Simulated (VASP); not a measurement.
# TiNi (Pm-3m) in VASP: single point with PBEsol

Aim: the single point of TiNi with PBEsol.

Program: VASP 6.6.1. These are calculated values, not measurements. Logs are shortened: lines on timing, memory, paths and dates and some standing lists are left out, and cuts for length are marked.

### Step 1. The cell of the first run

Symmetry: Pm-3m, No. 221, cubic system. Conventional cell: a = 3.067 Å, b = 3.067 Å, c = 3.067 Å, α = 90.00°, β = 90.00°, γ = 90.00°. Ti (site symmetry m-3m) has 8 Ni at 2.66 Å and 6 Ti at 3.07 Å within 3.5 Å. Ni (site symmetry m-3m) has 8 Ti at 2.66 Å and 6 Ni at 3.07 Å within 3.5 Å.

### Step 2. Single point, PBEsol (volume scaled by 1.10)

Input file INCAR:

```
SYSTEM = TiNi
PREC = Accurate
ENCUT = 520
EDIFF = 1E-6
ISMEAR = 0
SIGMA = 0.1
LREAL = .FALSE.
LASPH = .TRUE.
NELM = 100
ALGO = Fast
ISIF = 2
LWAVE = .FALSE.
LCHARG = .TRUE.
GGA = PS
LELF = .TRUE.
LVHAR = .TRUE.
NBANDS = 18
```

Input file KPOINTS:

```
Automatic mesh
0
G
  14 14 14
  0 0 0
```

Input file POSCAR:

```
TiNi
1.0
    3.0667666034      0.0000000000      0.0000000000
    0.0000000000      3.0667666034      0.0000000000
    0.0000000000      0.0000000000      3.0667666034
Ti Ni
1 1
Direct
    0.5000000000      0.5000000000      0.5000000000
    0.0000000000      0.0000000000      0.0000000000
```

Potentials or basis: VASP PAW PBE potentials, release 64 (Ti_sv, Ni).

Started as:

```bash
> cat potpaw_PBE.64/Ti_sv/POTCAR potpaw_PBE.64/Ni/POTCAR > POTCAR
> mpirun -np 1 vasp_std > vasp.out
```

OUTCAR:

```text
SYSTEM = TiNi
   PREC = Accurate
   ENCUT = 520
   EDIFF = 1E-6
   ISMEAR = 0
   LREAL = .FALSE.
   LASPH = .TRUE.
   NELM = 100
   ISIF = 2
   GGA = PS

 ion  position               nearest neighbor table
   1  0.500  0.500  0.500-   2 2.66   2 2.66   2 2.66   2 2.66   2 2.66   2 2.66   2 2.66   2 2.66

   2  0.000  0.000  0.000-   1 2.66   1 2.66   1 2.66   1 2.66   1 2.66   1 2.66   1 2.66   1 2.66

  LATTYP: Found a simple cubic cell.
 ALAT       =     3.0667666034

  Lattice vectors:

 A1 = (   3.0667666034,   0.0000000000,   0.0000000000)
 A2 = (   0.0000000000,   3.0667666034,   0.0000000000)
 A3 = (   0.0000000000,   0.0000000000,   3.0667666034)

Analysis of symmetry for initial positions (statically):
=====================================================================
 Subroutine PRICEL returns:
 Original cell was already a primitive cell.

 Routine SETGRP: Setting up the symmetry group for a
 simple cubic supercell.

 Subroutine GETGRP returns: Found 48 space group operations
 (whereof 48 operations were pure point group operations)
 out of a pool of 48 trial point group operations.

The static configuration has the point symmetry O_h .

Analysis of symmetry for dynamics (positions and initial velocities):
=====================================================================
 Subroutine PRICEL returns:
 Original cell was already a primitive cell.

 Routine SETGRP: Setting up the symmetry group for a
 simple cubic supercell.

 Subroutine GETGRP returns: Found 48 space group operations
 (whereof 48 operations were pure point group operations)
 out of a pool of 48 trial point group operations.

The dynamic configuration has the point symmetry O_h .

 Subroutine INISYM returns: Found 48 space group operations
 (whereof 48 operations are pure point group operations),
 and found     1 'primitive' translations

----------------------------------------------------------------------------------------

                                     Primitive cell

  volume of cell :      28.8431

  direct lattice vectors                    reciprocal lattice vectors
     3.066766603  0.000000000  0.000000000     0.326076330  0.000000000  0.000000000
     0.000000000  3.066766603  0.000000000     0.000000000  0.326076330  0.000000000
     0.000000000  0.000000000  3.066766603     0.000000000  0.000000000  0.326076330

  length of vectors
     3.066766603  3.066766603  3.066766603     0.326076330  0.326076330  0.326076330

  position of ions in fractional coordinates (direct lattice)
     0.500000000  0.500000000  0.500000000
     0.000000000  0.000000000  0.000000000

  ion indices of the primitive-cell ions
   primitive index   ion index
                 1           1
                 2           2

----------------------------------------------------------------------------------------

 KPOINTS: Automatic mesh

Automatic generation of k-mesh.
 Grid dimensions read from file:
 generate k-points for:   14   14   14

 Generating k-lattice:

  Cartesian coordinates                     Fractional coordinates (reciprocal lattice)
     0.023291166  0.000000000  0.000000000     0.071428571  0.000000000  0.000000000
     0.000000000  0.023291166  0.000000000     0.000000000  0.071428571  0.000000000
     0.000000000  0.000000000  0.023291166     0.000000000  0.000000000  0.071428571

  Length of vectors
     0.023291166  0.023291166  0.023291166

  Shift w.r.t. Gamma in fractional coordinates (k-lattice)
     0.000000000  0.000000000  0.000000000

 Subroutine IBZKPT returns following result:
 ===========================================

 Found    120 irreducible k-points:

 Following reciprocal coordinates:
            Coordinates               Weight
  0.000000  0.000000  0.000000      1.000000
  0.071429  0.000000  0.000000      6.000000
  0.142857  0.000000  0.000000      6.000000
  0.214286  0.000000  0.000000      6.000000
  0.285714  0.000000  0.000000      6.000000
  0.357143  0.000000  0.000000      6.000000
[... 16 lines left out ...]
  0.285714  0.214286  0.000000     24.000000
  0.357143  0.214286  0.000000     24.000000
 [... further k-points ...]
   k-points           NKPTS =    120   k-points in BZ     NKDIM =    120   number of bands    NBANDS=     18
   number of dos      NEDOS =    301   number of ions     NIONS =      2
   total plane-waves  NPLWV =  13824
   dimension x,y,z NGX =    24 NGY =   24 NGZ =   24
   dimension x,y,z NGXF=    48 NGYF=   48 NGZF=   48
   ions per type =               1   1
   NGX,Y,Z   is equivalent  to a cutoff of  13.01, 13.01, 13.01 a.u.
   NGXF,Y,Z  is equivalent  to a cutoff of  26.02, 26.02, 26.02 a.u.
 SYSTEM =  TiNi
   PREC   = accura    normal or accurate (medium, high low for compatibility)
   ISTART =      0    job   : 0-new  1-cont  2-samecut
   ICHARG =      2    charge: 1-file 2-atom 10-const
   ISPIN  =      1    spin polarized calculation?
   LNONCOLLINEAR =      F non collinear calculations
   LSORBIT =      F    spin-orbit coupling
   LASPH  =      T    aspherical Exc in radial PAW
   ENCUT  =  520.0 eV  38.22 Ry    6.18 a.u.   5.70  5.70  5.70*2*pi/ulx,y,z
   NELM   =    100;   NELMIN=  2; NELMDL= -5     # of ELM steps
   EDIFF  = 0.1E-05   stopping-criterion for ELM
   LREAL  =      F    real-space projection
   EDIFFG = 0.1E-04   stopping-criterion for IOM
   NSW    =      0    number of steps for IOM
   IBRION =     -1    ionic relax: 0-MD 1-quasi-New 2-CG
   NFREE  =      0    steps in history (QN), initial steepest desc. (CG)
   ISIF   =      2    stress and relaxation
   ISYM   =      2    0-nonsym 1-usesym 2-fastsym
   POTIM  = 0.5000    time-step for ionic-motion
   TEBEG  =    0.0;   TEEND  =   0.0 temperature during run
   PSTRESS=    0.0 pullay stress
   NELECT =      22.0000    total number of electrons
   NUPDOWN=      -1.0000    fix difference up-down
   EMIN   =  10.00;   EMAX   =-10.00  energy-range for DOS
   EFERMI =   0.00;   METHOD = LEGACY
   ISMEAR =     0;   SIGMA  =   0.10  broadening in eV -4-tet -1-fermi 0-gaus
   EFERMI_NEDOS =   21; number of points for ismear=-14 and -15
   IALGO  =     68    algorithm
   IMIX   =      4    mixing-type and parameters
     AMIX     =   0.40;   BMIX     =  1.00
     AMIX_MAG =   1.60;   BMIX_MAG =  1.00
  volume/ion in A,a.u.               =      14.42        97.32
  Fermi-wavevector in a.u.,A,eV,Ry     =   1.495782  2.826618 30.441187  2.237364
  Thomas-Fermi vector in A             =   2.607883
   LORBIT       =      0    0 simple, 1 ext, 2 COOP (PROOUT), +10 PAW based schemes
   GGA     = PS    functional components
   LHFCALC =     F    Hartree Fock is set to
   AEXX    =    0.0000 exact exchange contribution
   IVDW    =     0    specifies the selected vdW correction
   LEPSILON=     F    determine dielectric tensor
   LRPA    =     F    only Hartree local field effects (RPA)
 non-spin polarized calculation
 RMM-DIIS sequential band-by-band and
 Gauss-broadening in eV      SIGMA  =   0.10
  energy-cutoff  :      520.00
  volume of cell :       28.84
 maximum number of plane-waves:       804
 NGX is ok and might be reduce to    24
   NGX = 11   NGY = 11   NGZ = 11

 number of electron      22.0000019 magnetization

 Free energy of the ion-electron system (eV)
  ---------------------------------------------------
  ext. energy  EPLUGINS =         0.00000000
  ---------------------------------------------------
  free energy    TOTEN  =       -15.08690026 eV

  energy without entropy =      -15.07257527  energy(sigma->0) =      -15.07973777

 E-fermi :   8.4893     XC(G=0): -12.2486

 val. band max:        8.4866577635   @ k =   0.3571   0.2857   0.2857
 cond. band min:       8.5466882365   @ k =   0.5000   0.2857   0.2143
 fundamental gap:      0.0600304730
 Fermi energy:         8.4892870676

 k-point     1 :       0.0000    0.0000    0.0000
  band No.  band energies     occupation
      1     -48.5852      2.00000
      2     -24.7964      2.00000
      3     -24.7964      2.00000
      4     -24.7964      2.00000
      5       1.0271      2.00000
      6       5.0100      2.00000
[... 10 lines left out ...]
     17      16.6771      0.00000
     18      16.6775      0.00000

 k-point     2 :       0.0714    0.0000    0.0000
  band No.  band energies     occupation
      1     -48.5841      2.00000
      2     -24.8078      2.00000
      3     -24.7955      2.00000
      4     -24.7955      2.00000
      5       1.1208      2.00000
      6       5.0453      2.00000
[... 10 lines left out ...]
     17      16.8913      0.00000
     18      16.8913      0.00000

 k-point     3 :       0.1429    0.0000    0.0000
  band No.  band energies     occupation
      1     -48.5810      2.00000
      2     -24.8397      2.00000
      3     -24.7931      2.00000
      4     -24.7931      2.00000
      5       1.3978      2.00000
      6       5.1409      2.00000
[... 10 lines left out ...]
     17      17.4818      0.00000
     18      17.4818      0.00000

 k-point     4 :       0.2143    0.0000    0.0000
  band No.  band energies     occupation
      1     -48.5764      2.00000
      2     -24.8856      2.00000
      3     -24.7895      2.00000
      4     -24.7895      2.00000
      5       1.8451      2.00000
      6       5.2663      2.00000
[... 375 lines left out ...]
      4     -24.7822      2.00000
      5       2.5786      2.00000
      6       5.4236      2.00000
[... 10 lines left out ...]
     17      15.9121      0.00000
     18      19.5377      0.00000

 k-point    23 :       0.2857    0.2143    0.0000
  band No.  band energies     occupation
      1     -48.5630      2.00000
      2     -24.9257      2.00000
      3     -24.8707      2.00000
      4     -24.7780      2.00000
      5       3.0925      2.00000
      6       5.4500      2.00000
[... 10 lines left out ...]
     17      16.2766      0.00000
     18      20.3576      0.00000

 k-point    24 :       0.3571    0.2143    0.0000
  band No.  band energies     occupation
      1     -48.5586      2.00000
      2     -24.9696      2.00000
      3     -24.8660      2.00000
      4     -24.7742      2.00000
      5       3.6710      2.00000
      6       5.3957      2.00000
[... 10 lines left out ...]
     17      16.9838      0.00000
     18      21.2534      0.00000

 [... further k-points ...]
[... 5 lines left out ...]
  --------------------------------------------------------------------------------------
  -------------------------------------------------------------------------------------
  Total       -2.4627082     -2.4627082     -2.4627082      0.0000000      0.0000000     -0.0000000
  in kB     -136.7985114   -136.7985114   -136.7985114      0.0000000      0.0000000     -0.0000000
  external PRESSURE =    -136.7985114 kB  Pullay stress =       0.0000000 kB

 VOLUME and BASIS-vectors are now :
 -----------------------------------------------------------------------------
  energy-cutoff  :      520.00
  volume of cell :       28.84
      direct lattice vectors                 reciprocal lattice vectors
     3.066766603  0.000000000  0.000000000     0.326076330  0.000000000  0.000000000
     0.000000000  3.066766603  0.000000000     0.000000000  0.326076330  0.000000000
     0.000000000  0.000000000  3.066766603     0.000000000  0.000000000  0.326076330

 POSITION                                       TOTAL-FORCE (eV/Angst)
 -----------------------------------------------------------------------------------
      1.53338      1.53338      1.53338         0.000000      0.000000      0.000000
      0.00000      0.00000      0.00000         0.000000      0.000000      0.000000
 -----------------------------------------------------------------------------------
    total drift:                                0.000000      0.000000     -0.000000

  FREE ENERGIE OF THE ION-ELECTRON SYSTEM (eV)
  ---------------------------------------------------
  free  energy   TOTEN  =       -15.0869002648 eV

  energy  without entropy=      -15.0725752659  energy(sigma->0) =      -15.07973777
```

Wall time 30 s (1 thread of Intel Xeon 6975P-C (Granite Rapids), shared host); peak memory 0.18 GiB.

Results:

```yaml
Free_energy: -15.0869 eV
Pressure: -13.7 GPa
Band_gap_on_the_k_mesh: zero (band 11 reaches 8.93 eV, above the bottom of band 12 at 7.35 eV)
```

Caveat: the PAW data sets were made with another functional, which shifts forces and pressure a little.
